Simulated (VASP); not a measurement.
Wanted: the native input for a VASP 6.6.1 run.

```yaml
Task: single point
Functional: PBE
Potentials_or_basis: VASP PAW PBE potentials, release 64 (Nb_sv, As)
Cutoff: 500 eV
k_mesh: 12 × 12 × 12
Occupations: gaussian, width 0.1 eV
Spin: collinear spin
Starting_moments: "[1.35, -0.05] μB"
Fixed_moment: 2 μB
Dipole_correction: no
Further_INCAR_settings: ALGO = Normal; EDIFF = 1e-06; NBANDS = 20
```

The structure of NbAs lies in POSCAR:

```
NbAs
1.0
    0.0000000000      2.9067815048      2.9067815048
    2.9067815048      0.0000000000      2.9067815048
    2.9067815048      2.9067815048      0.0000000000
Nb As
1 1
Direct
    0.0000000000      0.0000000000      0.0000000000
    0.2500000000      0.2500000000      0.2500000000
```

These files were run (other wordings do the same):

INCAR

```
ALGO     = Normal         # electronic algorithm
EDIFF    = 1E-6           # SCF threshold, eV
ENCUT    = 500            # plane-wave cutoff, eV
GGA      = PE             # functional
GGA_COMPAT= False        
ISIF     = 2              # what is computed and relaxed
ISMEAR   = 0              # smearing method
ISPIN    = 2              # spin polarisation
LASPH    = True           # aspherical terms in the spheres
LCHARG   = False          # write CHGCAR
LMAXMIX  = 4              # l up to which the mixer works
LORBIT   = 11             # projections on sites
LREAL    = False          # projectors in reciprocal space
LWAVE    = False          # write WAVECAR
MAGMOM   = 1.35 -0.05     # initial moments
NBANDS   = 20             # bands
NELM     = 200            # most SCF steps
NUPDOWN  = 2.0            # fixed moment
PREC     = Accurate       # precision mode
SIGMA    = 0.1            # smearing width, eV
```

KPOINTS

```
k-points
0
Gamma
  12 12 12
```

Potentials or basis: VASP PAW PBE potentials, release 64 (Nb_sv, As).

Run with:

```console
$ cat potpaw_PBE.64/Nb_sv/POTCAR potpaw_PBE.64/As/POTCAR > POTCAR
$ mpirun -np 1 vasp_std > vasp.out
```

It gave:

| Item | Value |
| --- | --- |
| Pressure | 5.4 GPa |
| Net moment | 2.00 μB per cell |
| Site moments | Nb +1.46; As -0.06 μB |
| Valence electrons inside the program's atomic spheres | Nb 10.72; As 2.95 |

Caveat: the cell stands under pressure; the total moment is fixed, so each spin has its own Fermi level.

Wall time 3 min on 1 thread of AMD EPYC 7R13, on a shared host, peak memory 0.23 GiB.
